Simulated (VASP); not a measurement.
# AlZn (P-6m2) in VASP: further runs

The runs below take AlZn through relaxation of cell and atoms, single point, with PBE.

Everything below comes from runs of VASP 6.6.1. Logs are shortened: lines on timing, memory, paths and dates and some standing lists are left out, and cuts for length are marked.

## (1) The cell of the first run

The structure is hexagonal, space group P-6m2 (No. 187). The conventional cell has a = 3.146 Å, b = 3.146 Å, c = 3.068 Å, α = 90.00°, β = 90.00°, γ = 120.00°. Within 3.2 Å of Al (site symmetry -6m2) lie 6 Zn at 2.38 Å and 8 Al at 3.07 to 3.15 Å. Within 3.2 Å of Zn (site symmetry -6m2) lie 6 Al at 2.38 Å and 8 Zn at 3.07 to 3.15 Å.

## (2) Relaxation of cell and atoms, PBE

INCAR reads:

```
ALGO     = Fast           # electronic algorithm
EDIFF    = 1E-6           # SCF threshold, eV
EDIFFG   = -0.04          # ionic threshold
ENCUT    = 600            # plane-wave cutoff, eV
GGA      = PE             # functional
IBRION   = 2              # ionic algorithm
ISIF     = 3              # what is computed and relaxed
ISMEAR   = 0              # smearing method
LASPH    = T              # aspherical terms in the spheres
LCHARG   = F              # write CHGCAR
LREAL    = F              # projectors in reciprocal space
LWAVE    = F              # write WAVECAR
NELM     = 80             # most SCF steps
NSW      = 90             # ionic steps
PREC     = Accurate       # precision mode
SIGMA    = 0.1            # smearing width, eV
```

KPOINTS reads:

```
k-points
0
Gamma
  6 6 6
```

POSCAR reads:

```
AlZn
1.0
    3.1456389673      0.0000000000      0.0000000000
   -1.5728194836      2.7242032568      0.0000000000
    0.0000000000      0.0000000000      3.0680945467
Al Zn
1 1
Direct
    0.0000000000      0.0000000000      0.0000000000
    0.6666666667      0.3333333333      0.5000000000
```

Potentials or basis: VASP PAW PBE potentials, release 64 (Al, Zn).

Run with:

```
$ cat potpaw_PBE.64/Al/POTCAR potpaw_PBE.64/Zn/POTCAR > POTCAR
$ mpirun -np 1 vasp_std > vasp.out
```

OUTCAR:

```text
EDIFF = 1E-6
   EDIFFG = -0.04
   ENCUT = 600
   GGA = PE
   IBRION = 2
   ISIF = 3
   ISMEAR = 0
   LASPH = T
   LREAL = F
   NELM = 80
   NSW = 90
   PREC = Accurate

 ion  position               nearest neighbor table
   1  0.000  0.000  0.000-   2 2.38   2 2.38   2 2.38   2 2.38   2 2.38   2 2.38
   2  0.667  0.333  0.500-   1 2.38   1 2.38   1 2.38   1 2.38   1 2.38   1 2.38

  LATTYP: Found a hexagonal cell.
 ALAT       =     3.1456389673
 C/A-ratio  =     0.9753485949

  Lattice vectors:

 A1 = (   3.1456389673,   0.0000000000,   0.0000000000)
 A2 = (  -1.5728194836,   2.7242032568,   0.0000000000)
 A3 = (   0.0000000000,   0.0000000000,   3.0680945467)

Analysis of symmetry for initial positions (statically):
=====================================================================
 Subroutine PRICEL returns:
 Original cell was already a primitive cell.

 Routine SETGRP: Setting up the symmetry group for a
 hexagonal supercell.

 Subroutine GETGRP returns: Found 12 space group operations
 (whereof 12 operations were pure point group operations)
 out of a pool of 24 trial point group operations.

The static configuration has the point symmetry D_3h.

Analysis of symmetry for dynamics (positions and initial velocities):
=====================================================================
 Subroutine PRICEL returns:
 Original cell was already a primitive cell.

 Routine SETGRP: Setting up the symmetry group for a
 hexagonal supercell.

 Subroutine GETGRP returns: Found 12 space group operations
 (whereof 12 operations were pure point group operations)
 out of a pool of 24 trial point group operations.

The dynamic configuration has the point symmetry D_3h.

 Subroutine INISYM returns: Found 12 space group operations
 (whereof 12 operations are pure point group operations),
 and found     1 'primitive' translations

----------------------------------------------------------------------------------------

                                     Primitive cell

  volume of cell :      26.2916

  direct lattice vectors                    reciprocal lattice vectors
     3.145638967  0.000000000  0.000000000     0.317900436  0.183539902  0.000000000
    -1.572819484  2.724203257  0.000000000     0.000000000  0.367079805  0.000000000
     0.000000000  0.000000000  3.068094547     0.000000000  0.000000000  0.325935197

  length of vectors
     3.145638967  3.145638967  3.068094547     0.367079805  0.367079805  0.325935197

  position of ions in fractional coordinates (direct lattice)
[... 36 lines left out ...]
  0.000000  0.000000  0.000000      1.000000
  0.166667  0.000000  0.000000      6.000000
  0.333333  0.000000  0.000000      6.000000
  0.500000  0.000000  0.000000      3.000000
  0.166667  0.166667  0.000000      6.000000
  0.333333  0.166667  0.000000     12.000000
[... 16 lines left out ...]
  0.166667  0.000000  0.500000      6.000000
  0.333333  0.000000  0.500000      6.000000
 [... further k-points ...]
   k-points           NKPTS =     28   k-points in BZ     NKDIM =     28   number of bands    NBANDS=     11
   number of dos      NEDOS =    301   number of ions     NIONS =      2
   total plane-waves  NPLWV =  21952
   dimension x,y,z NGX =    28 NGY =   28 NGZ =   28
   dimension x,y,z NGXF=    56 NGYF=   56 NGZF=   56
   ions per type =               1   1
   NGX,Y,Z   is equivalent  to a cutoff of  14.80, 14.80, 15.17 a.u.
   NGXF,Y,Z  is equivalent  to a cutoff of  29.60, 29.60, 30.34 a.u.
 SYSTEM =  unknown system
   PREC   = accura    normal or accurate (medium, high low for compatibility)
   ISTART =      0    job   : 0-new  1-cont  2-samecut
   ICHARG =      2    charge: 1-file 2-atom 10-const
   ISPIN  =      1    spin polarized calculation?
   LNONCOLLINEAR =      F non collinear calculations
   LSORBIT =      F    spin-orbit coupling
   LASPH  =      T    aspherical Exc in radial PAW
   ENCUT  =  600.0 eV  44.10 Ry    6.64 a.u.   6.28  6.28  6.13*2*pi/ulx,y,z
   NELM   =     80;   NELMIN=  2; NELMDL= -5     # of ELM steps
   EDIFF  = 0.1E-05   stopping-criterion for ELM
   LREAL  =      F    real-space projection
   EDIFFG = -.4E-01   stopping-criterion for IOM
   NSW    =     90    number of steps for IOM
   IBRION =      2    ionic relax: 0-MD 1-quasi-New 2-CG
   NFREE  =      1    steps in history (QN), initial steepest desc. (CG)
   ISIF   =      3    stress and relaxation
   ISYM   =      2    0-nonsym 1-usesym 2-fastsym
   POTIM  = 0.5000    time-step for ionic-motion
   TEBEG  =    0.0;   TEEND  =   0.0 temperature during run
   PSTRESS=    0.0 pullay stress
   NELECT =      15.0000    total number of electrons
   NUPDOWN=      -1.0000    fix difference up-down
   EMIN   =  10.00;   EMAX   =-10.00  energy-range for DOS
   EFERMI =   0.00;   METHOD = LEGACY
   ISMEAR =     0;   SIGMA  =   0.10  broadening in eV -4-tet -1-fermi 0-gaus
   EFERMI_NEDOS =   21; number of points for ismear=-14 and -15
   IALGO  =     68    algorithm
   IMIX   =      4    mixing-type and parameters
     AMIX     =   0.40;   BMIX     =  1.00
     AMIX_MAG =   1.60;   BMIX_MAG =  1.00
  volume/ion in A,a.u.               =      13.15        88.71
  Fermi-wavevector in a.u.,A,eV,Ry     =   1.357791  2.565853 25.083646  1.843596
  Thomas-Fermi vector in A             =   2.484679
   LORBIT       =      0    0 simple, 1 ext, 2 COOP (PROOUT), +10 PAW based schemes
   GGA     = PE    functional components
   LHFCALC =     F    Hartree Fock is set to
   AEXX    =    0.0000 exact exchange contribution
   IVDW    =     0    specifies the selected vdW correction
   LEPSILON=     F    determine dielectric tensor
   LRPA    =     F    only Hartree local field effects (RPA)
 conjugate gradient relaxation of ions
 non-spin polarized calculation
 RMM-DIIS sequential band-by-band and
 Gauss-broadening in eV      SIGMA  =   0.10
  energy-cutoff  :      600.00
  volume of cell :       26.29
 maximum number of plane-waves:       896
 NGX is ok and might be reduce to    28
   NGX = 13   NGY = 13   NGZ = 13

--------------------------------------- Ionic step        1  -------------------------------------------

 number of electron      15.0000003 magnetization

 Free energy of the ion-electron system (eV)
  ---------------------------------------------------
  ext. energy  EPLUGINS =         0.00000000
  ---------------------------------------------------
  free energy    TOTEN  =        -3.38562350 eV

  energy without entropy =       -3.38195723  energy(sigma->0) =       -3.38379037

 E-fermi :   7.4964     XC(G=0): -11.6342

 val. band max:        7.1126343785   @ k =   0.5000   0.0000   0.3333
 cond. band min:       7.5209354979   @ k =   0.3333   0.1667   0.5000
 fundamental gap:      0.4083011193
 Fermi energy:         7.4964483091
[... 788 lines left out ...]
--------------------------------------- Ionic step        4  -------------------------------------------

 number of electron      15.0000010 magnetization

 Free energy of the ion-electron system (eV)
  ---------------------------------------------------
  ext. energy  EPLUGINS =         0.00000000
  ---------------------------------------------------
  free energy    TOTEN  =        -4.33574161 eV

  energy without entropy =       -4.33028754  energy(sigma->0) =       -4.33301457

 E-fermi :   4.1255     XC(G=0): -10.1616

 val. band max:        4.1112173310   @ k =   0.1667   0.1667   0.1667
 cond. band min:       4.4555158613   @ k =   0.1667   0.1667   0.1667
 fundamental gap:      0.3442985303
 Fermi energy:         4.1255250914
[... 365 lines left out ...]
  FREE ENERGIE OF THE ION-ELECTRON SYSTEM (eV)
  ---------------------------------------------------
  free  energy   TOTEN  =        -4.3357416064 eV

  energy  without entropy=       -4.3302875374  energy(sigma->0) =       -4.33301457

 reached required accuracy - stopping structural energy minimisation
```

OSZICAR:

```text
N       E                     dE             d eps       ncg     rms          rms(c)
DAV:   1     0.540728448332E+02    0.54073E+02   -0.77185E+03   616   0.183E+03
DAV:   2    -0.210298102501E+01   -0.56176E+02   -0.54001E+02   628   0.266E+02
DAV:   3    -0.378311575338E+01   -0.16801E+01   -0.16501E+01   721   0.470E+01
[... 42 lines left out ...]
RMM:   3    -0.433661239296E+01    0.17545E-02   -0.27999E-03   616   0.865E-01    0.202E-01
RMM:   4    -0.433574314249E+01    0.86925E-03   -0.86571E-04   616   0.300E-01    0.336E-02
RMM:   5    -0.433573966299E+01    0.34795E-05   -0.11198E-04   616   0.173E-01    0.876E-03
RMM:   6    -0.433574240147E+01   -0.27385E-05   -0.24038E-05   617   0.527E-02    0.625E-03
RMM:   7    -0.433574160640E+01    0.79506E-06   -0.57299E-06   570   0.296E-02
   4 F= -.43357416E+01 E0= -.43330146E+01  d E =-.950118E+00
```

Run time: 25 s. Hardware: 1 thread of Intel Xeon 6975P-C (Granite Rapids), shared host; peak memory 0.16 GiB.

Results:

```yaml
Free_energy: -4.3357 eV
Relaxed_volume: 18.33 Å³/atom
Relaxed_cell: a = 3.467 Å, b = 3.467 Å, c = 3.522 Å, α = 90.00°, β = 90.00°, γ = 120.00°
Space_group_after_relaxing_to_0.1_Å: P-6m2 (No. 187)
Energy_gained_by_relaxing: 475.1 meV/atom
Ionic_steps: 4
Pressure_after_relaxing: 0.0 GPa
Band_gap_on_the_k_mesh: zero (an odd number of electrons rules out a gap without spin polarisation)
```

The path:
| step | energy change (eV) | largest force (eV/Å) | pressure (GPa) | volume (Å³) |
| --- | --- | --- | --- | --- |
| 1 | 0.0000 | 0.0000 | 38.20 | 26.29 |
| 2 | -0.8985 | 0.0000 | -4.10 | 40.08 |
| 3 | -0.9495 | 0.0000 | 0.57 | 36.26 |
| 4 | -0.9501 | 0.0000 | 0.04 | 36.66 |

Final structure:
```yaml
crystal:
  lattice:
    - [3.46662, 0.00000, 0.00000]
    - [-1.73331, 3.00218, 0.00000]
    - [0.00000, 0.00000, 3.52240]
  atoms:
    - { symbol: Al, position: [0.00000, 0.00000, 0.00000] }
    - { symbol: Zn, position: [0.66667, 0.33333, 0.50000] }
```

Levels at points of the mesh, in eV from the Fermi level:
```csv
k point,band 3,band 4,band 5,band 6,band 7,band 8,band 9,band 10,band 11
"(0.00, 0.00, 0.00)",-7.19,-7.19,-7.10,-7.10,1.39,4.04,5.02,5.02,7.40
"(0.50, 0.00, 0.00)",-7.26,-7.14,-6.99,-5.46,-4.74,1.90,4.57,4.69,6.67
"(0.00, 0.00, 0.50)",-7.19,-7.17,-7.17,-6.65,-6.04,7.39,7.39,8.32,8.32
"(0.50, 0.00, 0.50)",-7.25,-6.98,-6.98,-3.00,-2.66,-1.62,-1.28,5.07,5.11
```

Caveat: the k points lie up to 0.35 Å⁻¹ apart in the final cell, too coarse for converged energies and pressures of a metal; the volume moved by over 15 % at a fixed basis, so the end points are rough.

## (3) Single point, PBE

This run uses another cell than the first one, of 16.13 Å³/atom.

INCAR reads:

```
PREC = Accurate
ENCUT = 520
EDIFF = 1E-6
ISMEAR = 0
SIGMA = 0.1
LREAL = F
LASPH = T
NELM = 100
ALGO = Fast
ISIF = 2
LWAVE = F
LCHARG = F
GGA = PE
NBANDS = 14
```

KPOINTS reads:

```
regular mesh
0
Gamma
  18 18 16
```

POSCAR reads:

```
AlZn
1.0
    2.8193105419      0.0000000000      0.0000000000
   -1.4096552710      2.4415945504      0.0000000000
    0.0000000000      0.0000000000      4.6854506725
Al Zn
1 1
Direct
    0.0000000000      0.0000000000      0.0000000000
    0.6666666667      0.3333333333      0.5000000000
```

Potentials or basis: VASP PAW PBE potentials, release 64 (Al, Zn).

Run with:

```
$ cat potpaw_PBE.64/Al/POTCAR potpaw_PBE.64/Zn/POTCAR > POTCAR
$ mpirun -np 1 vasp_std > vasp.out
```

It took 60 s on 1 thread of Intel Xeon 6975P-C (Granite Rapids), shared host; peak memory 0.28 GiB.

It converged, with:

* Free energy: -4.7358 eV
* Pressure: 0.2 GPa
* Band gap on the k mesh: zero (an odd number of electrons rules out a gap without spin polarisation)

Levels at points of the mesh, in eV from the Fermi level:
```
           k point  band 4  band 5  band 6  band 7  band 8  band 9  band 10  band 11
(0.00, 0.00, 0.00)   -7.52   -7.21   -7.21   -3.91   -3.21   12.06    12.06    12.99
(0.50, 0.00, 0.00)   -7.31   -6.96   -4.33   -3.97    1.76    2.10     3.15     3.54
(0.00, 0.00, 0.50)   -7.52   -7.52   -7.21   -7.21    4.22    5.22    13.03    13.03
(0.50, 0.00, 0.50)   -7.32   -6.96   -3.59   -2.48   -2.18   -1.47     8.10     8.48
```

## (4) Single point, PBE

This run uses another cell than the first one, of 16.13 Å³/atom.

INCAR reads:

```
  PREC = Accurate
  ENCUT = 520
  EDIFF = 1E-6
  ISMEAR = 0
  SIGMA = 0.1
  LREAL = F
  LASPH = T
  NELM = 80
  ALGO = Fast
  ISIF = 2
  LWAVE = F
  LCHARG = F
  GGA = PE
  NBANDS = 14
```

KPOINTS reads:

```
Automatic mesh
0
Gamma
  24 24 12
```

POSCAR reads:

```
AlZn
1.0
    2.8108501383      0.0000000000      0.0000000000
   -1.4054250692      2.4342676260      0.0000000000
    0.0000000000      0.0000000000      4.7146723197
Al Zn
1 1
Direct
    0.0000000000      0.0000000000      0.0000000000
    0.6666666667      0.3333333333      0.5000000000
```

Run with:

```
$ cat potpaw_PBE.64/Al/POTCAR potpaw_PBE.64/Zn/POTCAR > POTCAR
$ mpirun -np 1 vasp_std > vasp.out
```

Run time: 78 s. Hardware: 1 thread of Intel Xeon 6975P-C (Granite Rapids), shared host; peak memory 0.31 GiB.

It converged, with:

| Property | Result |
| --- | --- |
| Free energy | -4.7324 eV |
| Pressure | 0.2 GPa |
| Band gap on the k mesh | zero (an odd number of electrons rules out a gap without spin polarisation) |

Levels at points of the mesh, in eV from the Fermi level:
```tsv
k point	band 4	band 5	band 6	band 7	band 8	band 9	band 10	band 11
(0.00, 0.00, 0.00)	-7.55	-7.23	-7.23	-3.99	-3.35	12.16	12.16	13.09
(0.50, 0.00, 0.00)	-7.33	-6.99	-4.32	-3.97	1.73	1.99	3.06	3.49
(0.00, 0.00, 0.50)	-7.55	-7.55	-7.24	-7.24	4.02	5.00	13.07	13.07
(0.50, 0.00, 0.50)	-7.34	-6.99	-3.61	-2.48	-2.21	-1.46	8.15	8.47
```

## (5) Overview

| task | cell | k mesh | cutoff (eV) | gap on the mesh (eV) | pressure (GPa) |
| --- | --- | --- | --- | --- | --- |
| relaxation of cell and atoms | relaxed from a = 3.146, b = 3.146, c = 3.068 Å, angles 90.0, 90.0, 120.0°, 2 atoms | 6 × 6 × 6 | 600 | none | 0.0 |
| single point | a = 2.819, b = 2.819, c = 4.685 Å, angles 90.0, 90.0, 120.0°, 2 atoms | 18 × 18 × 16 | 520 | none | 0.2 |
| single point | a = 2.811, b = 2.811, c = 4.715 Å, angles 90.0, 90.0, 120.0°, 2 atoms | 24 × 24 × 12 | 520 | none | 0.2 |

Alike in all rows: level PBE; potentials or basis VASP PAW PBE potentials, release 64 (Al, Zn); no spin polarisation; smearing gaussian 0.1 eV.

Caveats: some runs use coarse meshes; the volume moved by over 15 % at a fixed basis, so the end points are rough (at least some runs).

Total energies depend on the potentials used, so only differences within one code and one set of settings carry meaning.

The gap in the log of VASP goes by the Fermi energy; the results here count the filled bands.